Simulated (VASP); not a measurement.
Runs of VASP 6.6.1 on Os. The structure is that of space group P6_3/mmc (No. 194), or close to it. The cells are those of the table. 

```tsv
task	cell	cutoff (eV)	smearing	gap on the mesh (eV)	pressure (GPa)
single point	a = 2.748, b = 2.748, c = 4.337 Å, angles 90.0, 90.0, 120.0°, 2 atoms	520	fermi-dirac 0.15 eV	none	(a)
single point	a = 2.727, b = 2.727, c = 4.313 Å, angles 90.0, 90.0, 120.0°, 2 atoms	520	gaussian 0.1 eV	none	0.5
relaxation of cell and atoms	relaxed to 15 GPa from a = 2.718, b = 2.718, c = 4.297 Å, angles 90.0, 90.0, 120.0°, 2 atoms	600	fermi-dirac 0.15 eV	none	15.0
single point	a = 2.698, b = 2.698, c = 4.269 Å, angles 90.0, 90.0, 120.0°, 2 atoms	520	fermi-dirac 0.15 eV	none	16.0
single point	a = 2.718, b = 2.718, c = 4.297 Å, angles 90.0, 90.0, 120.0°, 2 atoms	520	fermi-dirac 0.15 eV	none	5.6
```

Alike in all rows: level PBEsol; potentials or basis VASP PAW PBE potentials, release 64 (Os); no spin polarisation; k mesh 18 × 18 × 10.

**Question.** Estimate the missing entries.

**Answer.** (a) -7.9.

Caveats: the PAW data sets were made with another functional, which shifts forces and pressure a little; spin-orbit coupling is left out, which moves the levels of the heavy elements; the cell stands under pressure (at least some runs); the cell stands under tension (at least some runs); the cell is relaxed towards a set pressure, so the run minimises the enthalpy, not the energy (at least some runs).

A k mesh can miss the band edges, and the runs leave out spin-orbit coupling on Os.

A gap of «none» marks levels without a gap at the run's occupations.
